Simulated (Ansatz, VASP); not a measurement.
One calculation of Ni, two programs

```
Ni
1.0
     2.45197    0.00000    0.00000
    -1.22599    2.12347    0.00000
     0.00000    0.00000    4.01349
Ni
2
Direct
  0.33333 0.66667 0.25000
  0.66667 0.33333 0.75000
```

Alike in both runs: functional PBEsol; k mesh 15 × 15 × 8; occupations fermi-dirac, width 0.15 eV; collinear spin.

Ansatz relaxed the structure, and its values are those at the end. VASP's run is a single point on that final structure, the one shown.

```csv
,VASP,Ansatz
version,VASP 6.6.1,Ansatz 0.2.0
potentials or method,"VASP PAW PBE potentials, release 64 (Ni)","plane waves, PAW"
plane-wave cutoff (eV),520,420
valence electrons in the cell,20,36
```

|  | VASP | Ansatz | Ansatz less VASP |
| --- | --- | --- | --- |
| pressure (GPa) | 0.0 | 0.0 | +0.03 |
| net moment per atom (μB) | 0.57 | 0.59 | +0.014 |
| size of the moment on the site where the two differ most (μB) | 0.58 | 0.62 | +0.040 |

VASP's potentials were made for PBE, not for PBEsol. Site moments also hang on the region over which each program counts them. With one functional, cell and mesh, what is left measures potentials, basis and numerics. VASP's potentials hold 20 valence electrons a cell and Ansatz's 36, so a difference there can come from the potentials and not from the codes. Ansatz's warnings: stress scf threshold loose.
